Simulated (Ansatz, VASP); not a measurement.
## Al2O3 in VASP and in Ansatz

```xyz
10
Lattice="2.3407 1.3514 4.6138 -2.3407 1.3514 4.6138 0.0000 -2.7028 4.6138" Properties=species:S:1:pos:R:3 pbc="T T T"
Al    0.0000    0.0000   11.7948
Al    0.0000    0.0000    8.9675
Al    0.0000    0.0000    2.0468
Al    0.0000    0.0000    4.8740
O    -0.9075   -1.3514    5.7673
O     1.6241   -0.1102    5.7673
O    -0.7166    1.4616    5.7673
O     0.9075    1.3514    8.0742
O    -1.6241    0.1102    8.0742
O     0.7166   -1.4616    8.0742
```

Alike in both runs: task single point; functional PBE; k mesh 6 × 6 × 6; occupations gaussian, width 0.05 eV; no spin polarisation.

```csv
,VASP,Ansatz
version,VASP 6.6.1,Ansatz 0.2.0
potentials or method,"VASP PAW PBE potentials, release 64 (Al, O), cutoff 520 eV","scalar-relativistic, plane waves, PAW"
valence electrons in the cell,48,48
```

|  | VASP | Ansatz | Ansatz less VASP |
| --- | --- | --- | --- |
| gap on the k mesh at the Fermi level (eV) | 5.51 | 5.52 | +0.006 |
| least direct gap on the mesh (eV) | 5.51 | 5.52 | +0.006 |
| pressure (GPa) | 1.3 | 1.3 | +0.04 |
| traceless stress, the component that is largest in VASP (GPa) | -21.78 | -21.74 | +0.043 |
| rms of the force components (eV/Å) | 0.161 | 0.162 | +0.0007 |

Atom by atom the forces differ by 0.001 eV/Å (rms over components). The functional is the same, so the differences come from potentials, cutoffs and numerics.
